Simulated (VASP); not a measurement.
# TaH5 (P6/mmm) in VASP: a series of runs

Runs on TaH5. Level: PBE. Tasks: single point.

All numbers are computed with VASP 6.6.1; they aren't measurements. Logs are shortened: lines on timing, memory, paths and dates and some standing lists are left out, and cuts for length are marked.

### Step 1. The cell of the first run

The structure is hexagonal, space group P6/mmm (No. 191). The conventional cell has a = 3.452 Å, b = 3.452 Å, c = 2.950 Å, α = 90.00°, β = 90.00°, γ = 120.00°. Within 2.6 Å of Ta (site symmetry 6/mmm) lie 18 H at 1.99 to 2.27 Å. H (site symmetry -6m2) has 9 H at 1.78 to 1.99 Å and 3 Ta at 1.99 Å within 2.4 Å. H (site symmetry mmm) has 8 H at 1.73 to 1.78 Å and 4 Ta at 2.27 Å within 2.3 Å.

### Step 2. Single point, PBE

INCAR reads:

```
SYSTEM = TaH5
PREC     = Accurate       ! precision mode
ENCUT    = 520            ! plane-wave cutoff, eV
EDIFF    = 1E-6           ! SCF threshold, eV
ISMEAR   = 0              ! smearing method
SIGMA    = 0.1            ! smearing width, eV
LREAL    = .False.        ! projectors in reciprocal space
LASPH    = .True.         ! aspherical terms in the spheres
NELM     = 80             ! most SCF steps
ALGO     = Normal         ! electronic algorithm
ISIF     = 2              ! what is computed and relaxed
LWAVE    = .False.        ! write WAVECAR
LCHARG   = .True.         ! write CHGCAR
GGA      = PE             ! functional
LELF     = .True.         ! ELF
LVHAR    = .True.       
NBANDS   = 17             ! bands
```

KPOINTS reads:

```
Automatic mesh
0
Gamma
  6 6 6
  0 0 0
```

POSCAR reads:

```
TaH5
1.0
    3.4516926323      0.0000000000      0.0000000000
   -1.7258463162      2.9892535056      0.0000000000
    0.0000000000      0.0000000000      2.9497313860
Ta H
1 5
Direct
    0.0000000000      0.0000000000      0.0000000000
    0.3333333333      0.6666666667      0.0000000000
    0.6666666667      0.3333333333      0.0000000000
    0.5000000000      0.0000000000      0.5000000000
    0.5000000000      0.5000000000      0.5000000000
    0.0000000000      0.5000000000      0.5000000000
```

Potentials or basis: VASP PAW PBE potentials, release 64 (Ta_pv, H).

Launch:

```
cat potpaw_PBE.64/Ta_pv/POTCAR potpaw_PBE.64/H/POTCAR > POTCAR
mpirun -np 1 vasp_std > vasp.out
```

OUTCAR:

```text
SYSTEM = TaH5
   PREC = Accurate
   ENCUT = 520
   EDIFF = 1E-6
   ISMEAR = 0
   LREAL = .False.
   LASPH = .True.
   NELM = 80
   ISIF = 2
   GGA = PE

 ion  position               nearest neighbor table
   1  0.000  0.000  0.000-   2 1.99   3 1.99   3 1.99   2 1.99   3 1.99   2 1.99
   2  0.333  0.667  0.000-   1 1.99   1 1.99   1 1.99
   3  0.667  0.333  0.000-   1 1.99   1 1.99   1 1.99
   4  0.500  0.000  0.500-
   5  0.500  0.500  0.500-
   6  0.000  0.500  0.500-

  LATTYP: Found a hexagonal cell.
 ALAT       =     3.4516926323
 C/A-ratio  =     0.8545753345

  Lattice vectors:

 A1 = (   3.4516926323,   0.0000000000,   0.0000000000)
 A2 = (  -1.7258463162,   2.9892535056,   0.0000000000)
 A3 = (   0.0000000000,   0.0000000000,   2.9497313860)

Analysis of symmetry for initial positions (statically):
=====================================================================
 Subroutine PRICEL returns:
 Original cell was already a primitive cell.

 Routine SETGRP: Setting up the symmetry group for a
 hexagonal supercell.

 Subroutine GETGRP returns: Found 24 space group operations
 (whereof 24 operations were pure point group operations)
 out of a pool of 24 trial point group operations.

The static configuration has the point symmetry D_6h.

Analysis of symmetry for dynamics (positions and initial velocities):
=====================================================================
 Subroutine PRICEL returns:
 Original cell was already a primitive cell.

 Routine SETGRP: Setting up the symmetry group for a
 hexagonal supercell.

 Subroutine GETGRP returns: Found 24 space group operations
 (whereof 24 operations were pure point group operations)
 out of a pool of 24 trial point group operations.

The dynamic configuration has the point symmetry D_6h.

 Subroutine INISYM returns: Found 24 space group operations
 (whereof 24 operations are pure point group operations),
 and found     1 'primitive' translations

----------------------------------------------------------------------------------------

                                     Primitive cell

  volume of cell :      30.4353

  direct lattice vectors                    reciprocal lattice vectors
     3.451692632  0.000000000  0.000000000     0.289712934  0.167265840  0.000000000
    -1.725846316  2.989253506  0.000000000     0.000000000  0.334531681  0.000000000
     0.000000000  0.000000000  2.949731386     0.000000000  0.000000000  0.339013920

  length of vectors
     3.451692632  3.451692632  2.949731386     0.334531681  0.334531681  0.339013920

  position of ions in fractional coordinates (direct lattice)
     0.000000000  0.000000000  0.000000000
     0.333333333  0.666666667  0.000000000
     0.666666667  0.333333333  0.000000000
     0.500000000  0.000000000  0.500000000
     0.500000000  0.500000000  0.500000000
     0.000000000  0.500000000  0.500000000

  ion indices of the primitive-cell ions
   primitive index   ion index
                 1           1
                 2           2
                 3           3
                 4           4
                 5           5
                 6           6

----------------------------------------------------------------------------------------

 KPOINTS: Automatic mesh

Automatic generation of k-mesh.
 Grid dimensions read from file:
 generate k-points for:    6    6    6

 Generating k-lattice:

  Cartesian coordinates                     Fractional coordinates (reciprocal lattice)
     0.048285489  0.027877640  0.000000000     0.166666667  0.000000000  0.000000000
     0.000000000  0.055755280  0.000000000     0.000000000  0.166666667  0.000000000
     0.000000000  0.000000000  0.056502320     0.000000000  0.000000000  0.166666667

  Length of vectors
     0.055755280  0.055755280  0.056502320

  Shift w.r.t. Gamma in fractional coordinates (k-lattice)
     0.000000000  0.000000000  0.000000000

 Subroutine IBZKPT returns following result:
 ===========================================

 Found     28 irreducible k-points:

 Following reciprocal coordinates:
            Coordinates               Weight
  0.000000  0.000000  0.000000      1.000000
  0.166667 -0.000000  0.000000      6.000000
  0.333333  0.000000  0.000000      6.000000
  0.500000  0.000000  0.000000      3.000000
  0.166667  0.166667  0.000000      6.000000
  0.333333  0.166667  0.000000     12.000000
[... 16 lines left out ...]
  0.166667 -0.000000  0.500000      6.000000
  0.333333  0.000000  0.500000      6.000000
 [... further k-points ...]
   k-points           NKPTS =     28   k-points in BZ     NKDIM =     28   number of bands    NBANDS=     17
   number of dos      NEDOS =    301   number of ions     NIONS =      6
   total plane-waves  NPLWV =  18816
   dimension x,y,z NGX =    28 NGY =   28 NGZ =   24
   dimension x,y,z NGXF=    56 NGYF=   56 NGZF=   48
   ions per type =               1   5
   NGX,Y,Z   is equivalent  to a cutoff of  13.49, 13.49, 13.53 a.u.
   NGXF,Y,Z  is equivalent  to a cutoff of  26.97, 26.97, 27.05 a.u.
 SYSTEM =  TaH5
   PREC   = accura    normal or accurate (medium, high low for compatibility)
   ISTART =      0    job   : 0-new  1-cont  2-samecut
   ICHARG =      2    charge: 1-file 2-atom 10-const
   ISPIN  =      1    spin polarized calculation?
   LNONCOLLINEAR =      F non collinear calculations
   LSORBIT =      F    spin-orbit coupling
   LASPH  =      T    aspherical Exc in radial PAW
   ENCUT  =  520.0 eV  38.22 Ry    6.18 a.u.   6.42  6.42  5.48*2*pi/ulx,y,z
   NELM   =     80;   NELMIN=  2; NELMDL= -5     # of ELM steps
   EDIFF  = 0.1E-05   stopping-criterion for ELM
   LREAL  =      F    real-space projection
   EDIFFG = 0.1E-04   stopping-criterion for IOM
   NSW    =      0    number of steps for IOM
   IBRION =     -1    ionic relax: 0-MD 1-quasi-New 2-CG
   NFREE  =      0    steps in history (QN), initial steepest desc. (CG)
   ISIF   =      2    stress and relaxation
   ISYM   =      2    0-nonsym 1-usesym 2-fastsym
   POTIM  = 0.5000    time-step for ionic-motion
   TEBEG  =    0.0;   TEEND  =   0.0 temperature during run
   PSTRESS=    0.0 pullay stress
   NELECT =      16.0000    total number of electrons
   NUPDOWN=      -1.0000    fix difference up-down
   EMIN   =  10.00;   EMAX   =-10.00  energy-range for DOS
   EFERMI =   0.00;   METHOD = LEGACY
   ISMEAR =     0;   SIGMA  =   0.10  broadening in eV -4-tet -1-fermi 0-gaus
   EFERMI_NEDOS =   21; number of points for ismear=-14 and -15
   IALGO  =     38    algorithm
   IMIX   =      4    mixing-type and parameters
     AMIX     =   0.40;   BMIX     =  1.00
     AMIX_MAG =   1.60;   BMIX_MAG =  1.00
  volume/ion in A,a.u.               =       5.07        34.23
  Fermi-wavevector in a.u.,A,eV,Ry     =   1.321262  2.496824 23.752154  1.745734
  Thomas-Fermi vector in A             =   2.451029
   LORBIT       =      0    0 simple, 1 ext, 2 COOP (PROOUT), +10 PAW based schemes
   GGA     = PE    functional components
   LHFCALC =     F    Hartree Fock is set to
   AEXX    =    0.0000 exact exchange contribution
   IVDW    =     0    specifies the selected vdW correction
   LEPSILON=     F    determine dielectric tensor
   LRPA    =     F    only Hartree local field effects (RPA)
 non-spin polarized calculation
 Gauss-broadening in eV      SIGMA  =   0.10
  energy-cutoff  :      520.00
  volume of cell :       30.44
 maximum number of plane-waves:       845
 NGX is ok and might be reduce to    28
   NGX = 13   NGY = 13   NGZ = 11

 number of electron      16.0000001 magnetization

 Free energy of the ion-electron system (eV)
  ---------------------------------------------------
  ext. energy  EPLUGINS =         0.00000000
  ---------------------------------------------------
  free energy    TOTEN  =       -26.10374066 eV

  energy without entropy =      -26.09971009  energy(sigma->0) =      -26.10172538

 E-fermi :   5.6196     XC(G=0): -12.2224

 val. band max:        5.6070936382   @ k =   0.3333   0.3333   0.1667
 cond. band min:       5.8499910388   @ k =   0.3333   0.3333   0.0000
 fundamental gap:      0.2428974006
 Fermi energy:         5.6196424272

 k-point     1 :       0.0000    0.0000    0.0000
  band No.  band energies     occupation
      1     -29.7270      2.00000
      2     -29.7270      2.00000
      3     -29.2993      2.00000
      4      -8.5293      2.00000
      5       0.5033      2.00000
      6       1.8845      2.00000
[... 9 lines left out ...]
     16      14.4377      0.00000
     17      18.5658      0.00000

 k-point     2 :       0.1667   -0.0000    0.0000
  band No.  band energies     occupation
      1     -29.7935      2.00000
      2     -29.7410      2.00000
      3     -29.2942      2.00000
      4      -7.9390      2.00000
      5      -0.3406      2.00000
      6       0.8505      2.00000
[... 9 lines left out ...]
     16      16.5282      0.00000
     17      18.5739      0.00000

 k-point     3 :       0.3333    0.0000    0.0000
  band No.  band energies     occupation
      1     -29.9233      2.00000
      2     -29.7690      2.00000
      3     -29.2841      2.00000
      4      -6.3811      2.00000
      5      -2.5489      2.00000
      6       1.4513      2.00000
[... 9 lines left out ...]
     16      18.5797      0.00000
     17      19.6663      0.00000

 k-point     4 :       0.5000    0.0000    0.0000
  band No.  band energies     occupation
      1     -29.9868      2.00000
      2     -29.7829      2.00000
      3     -29.2790      2.00000
      4      -4.5052      2.00000
      5      -4.3619      2.00000
      6       1.4431      2.00000
[... 9 lines left out ...]
     16      18.5804      0.00000
     17      20.6242      0.00000
[... 343 lines left out ...]
      1     -29.9171      2.00000
      2     -29.6661      2.00000
      3     -29.6661      2.00000
      4      -4.6870      2.00000
      5      -3.7242      2.00000
      6       4.4421      2.00000
[... 9 lines left out ...]
     16      18.5707      0.00000
     17      23.0707      0.00000

 k-point    23 :       0.1667   -0.0000    0.5000
  band No.  band energies     occupation
      1     -29.9057      2.00000
      2     -29.7254      2.00000
      3     -29.6787      2.00000
      4      -4.0338      2.00000
      5      -3.6655      2.00000
      6       1.8756      2.00000
[... 9 lines left out ...]
     16      17.7504      0.00000
     17      18.5986      0.00000

 k-point    24 :       0.3333    0.0000    0.5000
  band No.  band energies     occupation
      1     -29.8830      2.00000
      2     -29.8417      2.00000
      3     -29.7037      2.00000
      4      -3.4692      2.00000
      5      -2.4712      2.00000
      6       0.1883      2.00000
[... 9 lines left out ...]
     16      15.9103      0.00000
     17      18.5814      0.00000

 [... further k-points ...]
[... 5 lines left out ...]
  --------------------------------------------------------------------------------------
  -------------------------------------------------------------------------------------
  Total       -0.0227681     -0.0227681     -0.0766862      0.0000000      0.0000000      0.0000000
  in kB       -1.1985631     -1.1985631     -4.0369206      0.0000000      0.0000000      0.0000000
  external PRESSURE =      -2.1446823 kB  Pullay stress =       0.0000000 kB

 VOLUME and BASIS-vectors are now :
 -----------------------------------------------------------------------------
  energy-cutoff  :      520.00
  volume of cell :       30.44
      direct lattice vectors                 reciprocal lattice vectors
     3.451692632  0.000000000  0.000000000     0.289712934  0.167265840  0.000000000
    -1.725846316  2.989253506  0.000000000     0.000000000  0.334531681  0.000000000
     0.000000000  0.000000000  2.949731386     0.000000000  0.000000000  0.339013920

 POSITION                                       TOTAL-FORCE (eV/Angst)
 -----------------------------------------------------------------------------------
      0.00000      0.00000      0.00000        -0.000000      0.000000      0.000000
     -0.00000      1.99284      0.00000         0.000000      0.000000      0.000000
      1.72585      0.99642      0.00000        -0.000000      0.000000     -0.000000
      1.72585      0.00000      1.47487        -0.000000      0.000000      0.000000
      0.86292      1.49463      1.47487        -0.000000      0.000000      0.000000
     -0.86292      1.49463      1.47487        -0.000000      0.000000      0.000000
 -----------------------------------------------------------------------------------
    total drift:                               -0.000000      0.000000     -0.000000

  FREE ENERGIE OF THE ION-ELECTRON SYSTEM (eV)
  ---------------------------------------------------
  free  energy   TOTEN  =       -26.1037406638 eV

  energy  without entropy=      -26.0997100898  energy(sigma->0) =      -26.10172538
```

Run time: 23 s. Hardware: 1 thread of Intel Xeon Platinum 8259CL at 2.50GHz (Skylake/Cascade Lake), shared host; peak memory 0.16 GiB.

Results:

| Item | Value |
| --- | --- |
| Free energy | -26.1037 eV |
| Pressure | -0.2 GPa |
| Band gap on the k mesh | zero (band 8 reaches 6.89 eV, above the bottom of band 9 at 4.87 eV) |

Caveat: spin-orbit coupling is left out, which moves the levels of the heavy elements.

### Step 3. Single point, PBE

This run uses another cell than the first one, of 9.93 Å³/atom, 1.958 times its volume.

INCAR reads:

```
  ALGO = Normal
  EDIFF = 1E-7
  ENCUT = 520
  GGA = PE
  ISIF = 2
  ISMEAR = 0
  LASPH = T
  LCHARG = F
  LREAL = F
  LWAVE = F
  NBANDS = 17
  NELM = 80
  PREC = Accurate
  SIGMA = 0.1
```

KPOINTS reads:

```
k-points
0
Gamma
  6 6 6
```

POSCAR reads:

```
TaH5
1.0
    4.3512058000      0.0000000000      0.0000000000
   -2.1756029000      3.7682547600      0.0000000000
    0.0000000000      0.0000000000      3.6343264300
Ta H
1 5
Direct
    0.0000000000      0.0000000000      0.0000000000
    0.3333333300      0.6666666700      0.0000000000
    0.6666666700      0.3333333300      0.0000000000
    0.5000000000      0.0000000000      0.5000000000
    0.5000000000      0.5000000000      0.5000000000
    0.0000000000      0.5000000000      0.5000000000
```

Potentials or basis: VASP PAW PBE potentials, release 64 (Ta_pv, H).

Launch:

```
cat potpaw_PBE.64/Ta_pv/POTCAR potpaw_PBE.64/H/POTCAR > POTCAR
mpirun -np 1 vasp_std > vasp.out
```

Wall time 39 s (1 thread of Intel Xeon Platinum 8259CL at 2.50GHz (Skylake/Cascade Lake), shared host); peak memory 0.18 GiB.

Results (log left out):

```
Free energy            : -20.7172 eV
Pressure               : -34.1 GPa
Band gap on the k mesh : zero (band 8 reaches 1.55 eV, above the bottom of band 9 at 0.51 eV)
```

Stress tensor (GPa, compression positive):
```
-36.04   0.00   0.00
  0.00 -36.04   0.00
  0.00   0.00 -30.20
```

Levels at points of the mesh, in eV from the Fermi level:
```tsv
k point	band 4	band 5	band 6	band 7	band 8	band 9	band 10	band 11	band 12	band 13
(0.00, 0.00, 0.00)	-8.52	-2.42	-1.82	-1.82	-0.68	0.97	0.97	2.05	2.85	2.85
(0.50, 0.00, 0.00)	-6.22	-5.83	-2.24	-0.66	0.41	0.42	0.49	0.86	1.07	2.59
(0.00, 0.00, 0.50)	-6.10	-5.53	-0.41	-0.41	-0.30	-0.30	-0.15	0.80	0.80	2.25
(0.50, 0.00, 0.50)	-4.67	-3.90	-3.67	-2.68	-1.61	0.65	0.68	2.33	2.53	2.81
```

Caveat: spin-orbit coupling is left out, which moves the levels of the heavy elements.

### Step 4. Single point, PBE

INCAR reads:

```
SYSTEM = TaH5
PREC     = Accurate       ! precision mode
ENCUT    = 520            ! plane-wave cutoff, eV
EDIFF    = 1E-6           ! SCF threshold, eV
ISMEAR   = 0              ! smearing method
SIGMA    = 0.1            ! smearing width, eV
LREAL    = .False.        ! projectors in reciprocal space
LASPH    = .True.         ! aspherical terms in the spheres
NELM     = 60             ! most SCF steps
ALGO     = Normal         ! electronic algorithm
ISIF     = 2              ! what is computed and relaxed
LWAVE    = .False.        ! write WAVECAR
LCHARG   = .False.        ! write CHGCAR
GGA      = PE             ! functional
NBANDS   = 17             ! bands
```

KPOINTS reads:

```
Automatic mesh
0
Gamma
  12 12 12
  0 0 0
```

POSCAR reads:

```
TaH5
1.0
    3.4278144038      0.0000000000      0.0000000000
   -1.7139072019      2.9685743531      0.0000000000
    0.0000000000      0.0000000000      2.9955256417
Ta H
1 5
Direct
    0.0000000000      0.0000000000      0.0000000000
    0.3333333333      0.6666666667      0.0000000000
    0.6666666667      0.3333333333      0.0000000000
    0.5000000000      0.0000000000      0.5000000000
    0.5000000000      0.5000000000      0.5000000000
    0.0000000000      0.5000000000      0.5000000000
```

Launch:

```
cat potpaw_PBE.64/Ta_pv/POTCAR potpaw_PBE.64/H/POTCAR > POTCAR
mpirun -np 1 vasp_std > vasp.out
```

Run time: 71 s. Hardware: 1 thread of Intel Xeon Platinum 8259CL at 2.50GHz (Skylake/Cascade Lake), shared host; peak memory 0.19 GiB.

It converged, with:

```
Free energy            : -26.0805 eV
Pressure               : 0.0 GPa
Band gap on the k mesh : zero (band 8 reaches 7.02 eV, above the bottom of band 9 at 4.61 eV)
```

Stress tensor (GPa, compression positive):
```
 0.04  0.00  0.00
 0.00  0.04  0.00
 0.00  0.00 -0.15
```

Levels at points of the mesh, in eV from the Fermi level:
```csv
k point,band 4,band 5,band 6,band 7,band 8,band 9,band 10,band 11,band 12,band 13
"(0.00, 0.00, 0.00)",-14.15,-5.34,-3.63,-3.63,-1.58,2.61,2.61,4.82,6.42,6.42
"(0.50, 0.00, 0.00)",-10.10,-9.92,-4.22,-0.76,0.29,1.15,1.78,1.98,2.14,5.47
"(0.00, 0.00, 0.50)",-10.46,-9.47,-1.25,-1.25,-0.64,-0.64,-0.48,1.50,1.50,5.65
"(0.50, 0.00, 0.50)",-8.96,-7.38,-5.78,-4.77,-3.28,2.20,2.99,5.96,6.44,6.64
```

Caveat: spin-orbit coupling is left out, which moves the levels of the heavy elements.

### Step 5. Overview

```tsv
cell	k mesh	gap on the mesh (eV)	pressure (GPa)
a = 3.452, b = 3.452, c = 2.950 Å, angles 90.0, 90.0, 120.0°, 6 atoms	6 × 6 × 6	none	-0.2
a = 4.351, b = 4.351, c = 3.634 Å, angles 90.0, 90.0, 120.0°, 6 atoms	6 × 6 × 6	none	-34.1
a = 3.428, b = 3.428, c = 2.996 Å, angles 90.0, 90.0, 120.0°, 6 atoms	12 × 12 × 12	none	0.0
```

Alike in all rows: task single point; level PBE; potentials or basis VASP PAW PBE potentials, release 64 (Ta_pv, H); no spin polarisation; cutoff (eV) 520; smearing gaussian 0.1 eV.

Caveats: spin-orbit coupling is left out, which moves the levels of the heavy elements.

Total energies depend on the potentials used, so only differences within one code and one set of settings carry meaning.
